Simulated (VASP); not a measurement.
Write the native input for VASP 6.6.1 that does the following.

| Property | Result |
| --- | --- |
| Task | relaxation of cell and atoms |
| Functional | r2SCAN |
| Potentials or basis | VASP PAW PBE potentials, release 64 (W_sv, S) |
| Cutoff | 600 eV |
| k mesh | 8 × 8 × 8 |
| Occupations | fermi-dirac, width 0.02 eV |
| Spin | no spin polarisation |
| Dipole correction | no |
| Further INCAR settings | ALGO = Normal; EDIFF = 1e-06; IBRION = 2; EDIFFG = -0.005; NSW = 80; ISIF = 3 |

WS2:

```
CELL_PARAMETERS angstrom
0.00000 2.93609 2.93609
2.93609 0.00000 2.93609
2.93609 2.93609 0.00000
ATOMIC_POSITIONS crystal
W 0.00000 0.00000 0.00000
S 0.25000 0.25000 0.25000
S 0.75000 0.75000 0.75000
```

One way to write it, as run:

POSCAR

```
WS2
1.0
    0.0000000000      2.9360878847      2.9360878847
    2.9360878847      0.0000000000      2.9360878847
    2.9360878847      2.9360878847      0.0000000000
W S
1 2
Direct
    0.0000000000      0.0000000000      0.0000000000
    0.2500000000      0.2500000000      0.2500000000
    0.7500000000      0.7500000000      0.7500000000
```

INCAR.step1

```
ALGO = Normal
EDIFF = 1E-4
ENCUT = 600
GGA = PE
ISMEAR = -1
LASPH = T
LCHARG = F
LREAL = F
LWAVE = T
NELM = 80
PREC = Accurate
SIGMA = 0.02
```

INCAR.step2

```
ALGO = Normal
EDIFF = 1E-6
EDIFFG = -0.005
ENCUT = 600
IBRION = 2
ISIF = 3
ISMEAR = -1
ISTART = 1
LASPH = T
LCHARG = F
LMIXTAU = T
LREAL = F
LWAVE = F
METAGGA = R2SCAN
NELM = 80
NSW = 80
PREC = Accurate
SIGMA = 0.02
```

KPOINTS

```
k-points
0
Gamma
  8 8 8
```

Potentials or basis: VASP PAW PBE potentials, release 64 (W_sv, S).

Command:

```console
$ cat potpaw_PBE.64/W_sv/POTCAR potpaw_PBE.64/S/POTCAR > POTCAR
$ cp INCAR.step1 INCAR
$ mpirun -np 1 vasp_std > vasp.out
$ cp INCAR.step2 INCAR
$ mpirun -np 1 vasp_std > vasp.out
```

It gave:

```
Relaxed volume                        : 16.81 Å³/atom
Relaxed cell                          : a = 4.147 Å, b = 4.147 Å, c = 4.147 Å, α = 60.00°, β = 60.00°, γ = 60.00°
Space group after relaxing (to 0.1 Å) : Fm-3m (No. 225)
Energy gained by relaxing             : 0.1 meV/atom
Ionic steps                           : 3
Pressure after relaxing               : 0.0 GPa
Band gap on the k mesh                : zero (bands 13 and 14 overlap by 1.20 eV)
```

Caveat: the PAW data sets were made with another functional, which shifts forces and pressure a little; spin-orbit coupling is left out, which moves the levels of the heavy elements.

Wall time 8.2 min on 1 thread of Intel Xeon 8259CL (shared host), peak memory 0.24 GiB.
